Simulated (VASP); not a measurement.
# Ag (P6_3/mmc) in VASP: a series of runs, part 2 of 2

VASP 6.6.1. The steps go on from the part before.

## (3) Single point, r2SCAN

The input, POSCAR:

```
Ag
1.0
    2.8862000000      0.0000000000      0.0000000000
   -1.4431000000      2.4995230000      0.0000000000
    0.0000000000      0.0000000000     10.0000000000
Ag
4
Direct
    0.3333333333      0.6666666667      0.2500000000
    0.6666666667      0.3333333333      0.7500000000
    0.0000000000      0.0000000000      0.0000000000
    0.0000000000      0.0000000000      0.5000000000
```

The input, INCAR.step1:

```
ALGO     = Normal         # electronic algorithm
EDIFF    = 1E-4           # SCF threshold, eV
ENCUT    = 520            # plane-wave cutoff, eV
GGA      = PE             # functional
ISMEAR   = -1             # smearing method
LASPH    = T              # aspherical terms in the spheres
LCHARG   = F              # write CHGCAR
LREAL    = F              # projectors in reciprocal space
LWAVE    = T              # write WAVECAR
NBANDS   = 30             # bands
NELM     = 100            # most SCF steps
PREC     = Accurate       # precision mode
SIGMA    = 0.025          # smearing width, eV
```

The input, INCAR.step2:

```
ALGO     = Normal         # electronic algorithm
EDIFF    = 1E-6           # SCF threshold, eV
ENCUT    = 520            # plane-wave cutoff, eV
ISIF     = 2              # what is computed and relaxed
ISMEAR   = -1             # smearing method
ISTART   = 1            
LASPH    = T              # aspherical terms in the spheres
LCHARG   = F              # write CHGCAR
LMIXTAU  = T            
LREAL    = F              # projectors in reciprocal space
LWAVE    = F              # write WAVECAR
METAGGA  = R2SCAN         # meta-GGA
NBANDS   = 30             # bands
NELM     = 100            # most SCF steps
PREC     = Accurate       # precision mode
SIGMA    = 0.025          # smearing width, eV
```

The input, KPOINTS:

```
k-points
0
Gamma
  10 10 3
```

Potentials or basis: VASP PAW PBE potentials, release 64 (Ag).

The run is started by

```
cat potpaw_PBE.64/Ag/POTCAR > POTCAR
cp INCAR.step1 INCAR
mpirun -np 1 vasp_std > vasp.out
cp INCAR.step2 INCAR
mpirun -np 1 vasp_std > vasp.out
```

OUTCAR:

```text
EDIFF = 1E-6
   ENCUT = 520
   ISIF = 2
   ISMEAR = -1
   ISTART = 1
   LASPH = T
   LREAL = F
   METAGGA = R2SCAN
   NELM = 100
   PREC = Accurate

 ion  position               nearest neighbor table
   1  0.333  0.667  0.250-   3 3.00   4 3.00   3 3.00   4 3.00   3 3.00   4 3.00
   2  0.667  0.333  0.750-   3 3.00   4 3.00   3 3.00   4 3.00   3 3.00   4 3.00
   3  0.000  0.000  0.000-   1 3.00   2 3.00   2 3.00   1 3.00   2 3.00   1 3.00
   4  0.000  0.000  0.500-   1 3.00   2 3.00   2 3.00   1 3.00   2 3.00   1 3.00

  LATTYP: Found a hexagonal cell.
 ALAT       =     2.8862000000
 C/A-ratio  =     3.4647633567

  Lattice vectors:

 A1 = (   2.8862000000,   0.0000000000,   0.0000000000)
 A2 = (  -1.4431000000,   2.4995230000,   0.0000000000)
 A3 = (   0.0000000000,   0.0000000000,  10.0000000000)

Analysis of symmetry for initial positions (statically):
=====================================================================
 Subroutine PRICEL returns:
 Original cell was already a primitive cell.

[... 169 lines left out ...]
  ext. energy  EPLUGINS =         0.00000000
  ---------------------------------------------------
  free energy    TOTEN  =       -85.32293433 eV

  energy without entropy =      -85.32180488  energy(sigma->0) =      -85.32236961

 E-fermi :   7.7110     XC(G=0): -12.5756

 val. band max:        7.6254908014   @ k =   0.4000   0.1000   0.3333
 cond. band min:       7.7843283672   @ k =   0.2000   0.0000   0.3333
 fundamental gap:      0.1588375658
 Fermi energy:         7.7109673192

 k-point     1 :       0.0000    0.0000    0.0000
  band No.  band energies     occupation
      1       0.1413      2.00000
      2       1.2375      2.00000
      3       1.2488      2.00000
      4       1.2531      2.00000
      5       2.5114      2.00000
      6       2.7552      2.00000
[... 781 lines left out ...]
     29      17.0784      0.00000
     30      18.0459      0.00000

 [... further k-points ...]
[... 5 lines left out ...]
  --------------------------------------------------------------------------------------
  -------------------------------------------------------------------------------------
  Total       -0.5340264     -0.5340266     -3.1968046      0.0000000      0.0000000      0.0000000
  in kB      -11.8601386    -11.8601432    -70.9975098      0.0000000      0.0000000      0.0000000
  external PRESSURE =     -31.5725972 kB  Pullay stress =       0.0000000 kB

 VOLUME and BASIS-vectors are now :
 -----------------------------------------------------------------------------
  energy-cutoff  :      520.00
  volume of cell :       72.14
      direct lattice vectors                 reciprocal lattice vectors
     2.886200000  0.000000000  0.000000000     0.346476336  0.200038167  0.000000000
    -1.443100000  2.499523000  0.000000000     0.000000000  0.400076335  0.000000000
     0.000000000  0.000000000 10.000000000     0.000000000  0.000000000  0.100000000

 POSITION                                       TOTAL-FORCE (eV/Angst)
 -----------------------------------------------------------------------------------
     -0.00000      1.66635      2.50000        -0.000000      0.000000     -0.000000
      1.44310      0.83317      7.50000         0.000000     -0.000000      0.000000
      0.00000      0.00000      0.00000        -0.000000      0.000000     -0.000000
      0.00000      0.00000      5.00000        -0.000000      0.000000     -0.000000
 -----------------------------------------------------------------------------------
    total drift:                               -0.000000      0.000000     -0.000000

  FREE ENERGIE OF THE ION-ELECTRON SYSTEM (eV)
  ---------------------------------------------------
  free  energy   TOTEN  =       -85.3229343264 eV

  energy  without entropy=      -85.3218048838  energy(sigma->0) =      -85.32236961
```

OUTCAR.step1:

```text
EDIFF = 1E-4
   ENCUT = 520
   GGA = PE
   ISMEAR = -1
   LASPH = T
[... 1022 lines left out ...]
     -0.00000      1.66635      2.50000        -0.000000      0.000000     -0.000000
      1.44310      0.83317      7.50000         0.000000     -0.000000     -0.000000
      0.00000      0.00000      0.00000        -0.000000      0.000000      0.000000
      0.00000      0.00000      5.00000        -0.000000      0.000000      0.000000
 -----------------------------------------------------------------------------------
    total drift:                               -0.000000      0.000000     -0.000000

  FREE ENERGIE OF THE ION-ELECTRON SYSTEM (eV)
  ---------------------------------------------------
  free  energy   TOTEN  =       -10.7923039732 eV

  energy  without entropy=      -10.7909725569  energy(sigma->0) =      -10.79163827
```

Wall time 90 s (1 thread of Intel Xeon 6975P-C (Granite Rapids), shared host); peak memory 0.23 GiB.

Results:

```yaml
Free_energy: -85.3229 eV
Pressure: -3.2 GPa
Band_gap_on_the_k_mesh: zero (band 22 reaches 11.00 eV, above the bottom of band 23 at 4.28 eV)
```

Caveat: the PAW data sets were made with another functional, which shifts forces and pressure a little.
